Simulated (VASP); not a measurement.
Mg2CdSe3:

```
Mg Cd Se
1.0
     4.06759    0.00000    0.00000
    -2.03380    3.52264    0.00000
     0.00000    0.00000    9.96352
Mg Cd Se
2 1 3
Direct
  0.66667 0.33333 0.33333
  0.33333 0.66667 0.66667
  0.00000 0.00000 0.00000
  0.00000 0.00000 0.25000
  0.66667 0.33333 0.58333
  0.33333 0.66667 0.91667
```

* Program: VASP 6.6.1
* Task: relaxation of cell and atoms
* Functional: PBE
* Potentials or basis: VASP PAW PBE potentials, release 64 (Mg, Cd, Se)
* Cutoff: 600 eV
* k mesh: 6 × 6 × 2
* Occupations: gaussian, width 0.1 eV
* Spin: no spin polarisation

At the start: pressure 10.5 GPa; volume 23.79 Å³/atom.

How do energy, volume and symmetry change on relaxing?

Over 8 steps the energy falls by 126.8 meV/atom and the volume is 27.87 Å³/atom (+17.1 %); space group P3m1 (No. 156, to 0.05 Å).

The path:
```
step  energy change (eV)  largest force (eV/Å)  pressure (GPa)  volume (Å³)
   1              0.0000                0.9125           10.54       142.76
   2             -0.6726                0.1781           -2.32       177.63
   3             -0.7447                0.2321           -0.02       167.80
   4             -0.7446                0.2228           -0.17       168.33
   5             -0.7504                0.1591           -0.13       168.11
   6             -0.7591                0.1437           -0.03       167.45
   7             -0.7592                0.1431           -0.01       167.34
   8             -0.7611                0.0315            0.03       167.19
```

Final structure:
```
CELL_PARAMETERS angstrom
4.28993 0.00000 0.00000
-2.14497 3.71519 0.00000
0.00000 0.00000 10.49040
ATOMIC_POSITIONS crystal
Mg 0.66667 0.33333 0.33518
Mg 0.33333 0.66667 0.66219
Cd 0.00000 0.00000 0.00215
Se 0.00000 0.00000 0.25801
Se 0.66667 0.33333 0.58347
Se 0.33333 0.66667 0.90901
```

Caveat: the volume moved by over 15 % at a fixed basis, so the end points are rough.
